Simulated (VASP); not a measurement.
Here is a VASP 6.6.1 calculation.

File INCAR:

```
SYSTEM = Mo
PREC = Accurate
ENCUT = 520
EDIFF = 1E-7
ISMEAR = 0
SIGMA = 0.1
LREAL = .FALSE.
LASPH = .TRUE.
NELM = 80
ALGO = Fast
ISIF = 2
LWAVE = .FALSE.
LCHARG = .FALSE.
GGA = PS
NBANDS = 13
```

KPOINTS

```
Automatic mesh
0
G
  16 16 16
  0 0 0
```

The input POSCAR:

```
Mo
1.0
   -0.0054405000      1.9813898000      1.9796569000
    1.9769366500     -0.0101757500      1.9843921500
    1.9420771500      1.9512655500      0.0246837500
Mo
1
Direct
    0.0000000000      0.0000000000      0.0000000000
```

Potentials or basis: VASP PAW PBE potentials, release 64 (Mo_sv).

The run is started by

```console
$ cat potpaw_PBE.64/Mo_sv/POTCAR > POTCAR
$ mpirun -np 1 vasp_std > vasp.out
```

Estimate the pressure.

6.0 GPa.

What does it give for the band gap on the k mesh?

Zero (bands 7 and 8 overlap by 4.92 eV).

Stress tensor (GPa, compression positive):
```
 5.23 -0.53  0.49
-0.53  6.49  0.53
 0.49  0.53  6.29
```

Caveat: the cell differs from its parent crystal (the cell strained at random); the cell stands under pressure; the PAW data sets were made with another functional, which shifts forces and pressure a little.
